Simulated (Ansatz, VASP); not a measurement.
## SiC: VASP beside Ansatz

Contents of POSCAR:

```
SiC
1.0
   -3.0759982064      0.0000000000      0.0000000000
   -1.5379991032     -2.6638925888      0.0000000000
    0.0000000000      0.0000000000     10.8460000000
Si C
4 4
Direct
    0.3333333333      0.3333333333      0.6085432417
    0.3333333333      0.3333333333      0.1431182003
    0.6666666667      0.6666666667      0.8412557625
    0.6666666667      0.6666666667      0.3758307210
    0.3333333333      0.3333333333      0.7877318827
    0.3333333333      0.3333333333      0.3223068412
    0.6666666667      0.6666666667      0.0895943205
    0.6666666667      0.6666666667      0.5550193620
```

Contents of INCAR.step1:

```
SYSTEM = SiC
ALGO = Normal ; EDIFF = 1E-4
ENCUT = 520 ; GGA = PE
ISMEAR = 0 ; LASPH = .True.
LCHARG = .False. ; LREAL = .False.
LWAVE = .True. ; NBANDS = 26
NELM = 60 ; PREC = Accurate
SIGMA = 0.05
```

INCAR.step2

```
SYSTEM = SiC
ALGO = Normal ; EDIFF = 1E-6
ENCUT = 520 ; ISIF = 2
ISMEAR = 0 ; ISTART = 1
LASPH = .True. ; LCHARG = .True.
LELF = .True. ; LMIXTAU = .True.
LREAL = .False. ; LVHAR = .True.
LWAVE = .False. ; METAGGA = R2SCAN
NBANDS = 26 ; NELM = 60
PREC = Accurate ; SIGMA = 0.05
```

File KPOINTS:

```
k-points
0
Gamma
  8 8 3
  0 0 0
```

Input for Ansatz:

```yaml
crystal:
  lattice:
    - [-3.0759982064, 0.0, 0.0]
    - [-1.5379991032, -2.6638925888, 0.0]
    - [0.0, 0.0, 10.846]
  atoms:
    - { symbol: Si, position: [0.3333333333, 0.3333333333, 0.6085432417] }
    - { symbol: Si, position: [0.3333333333, 0.3333333333, 0.1431182003] }
    - { symbol: Si, position: [0.6666666667, 0.6666666667, 0.8412557625] }
    - { symbol: Si, position: [0.6666666667, 0.6666666667, 0.375830721] }
    - { symbol: C, position: [0.3333333333, 0.3333333333, 0.7877318827] }
    - { symbol: C, position: [0.3333333333, 0.3333333333, 0.3223068412] }
    - { symbol: C, position: [0.6666666667, 0.6666666667, 0.0895943205] }
    - { symbol: C, position: [0.6666666667, 0.6666666667, 0.555019362] }
basis:
  ecutwfc: 500
kpoints:
  mp_grid: { grid: [8, 8, 3] }
hamiltonian:
  xc: r2scan
scf:
  occupations: { method: gaussian, width: 0.05 }
output:
  forces: true
  stress: true
  eigenvalues: true
```

Alike in both runs: task single point; functional r2SCAN; k mesh 8 × 8 × 3; occupations gaussian, width 0.05 eV; no spin polarisation.

|  | VASP | Ansatz |
| --- | --- | --- |
| version | VASP 6.6.1 | Ansatz 0.2.0 |
| potentials or method | VASP PAW PBE potentials, release 64 (Si, C), cutoff 520 eV | scalar-relativistic, plane waves, PAW |
| valence electrons in the cell | 32 | 32 |

Ansatz gave:

```
gap on the k mesh at the Fermi level (eV)                     : 1.89
least direct gap on the mesh (eV)                             : 3.06
pressure (GPa)                                                : -4.2
traceless stress, the component that is largest in VASP (GPa) : -10.83
rms of the force components (eV/Å)                            : 0.598
```

Task: What did VASP give for the same quantities?

Result: gap on the k mesh at the Fermi level (eV): 1.90; least direct gap on the mesh (eV): 3.07; pressure (GPa): -4.4; traceless stress, the component that is largest in VASP (GPa): -10.87; rms of the force components (eV/Å): 0.595.

VASP's potentials were made for PBE, not for r2SCAN. Atom by atom the forces differ by 0.005 eV/Å (rms over components).
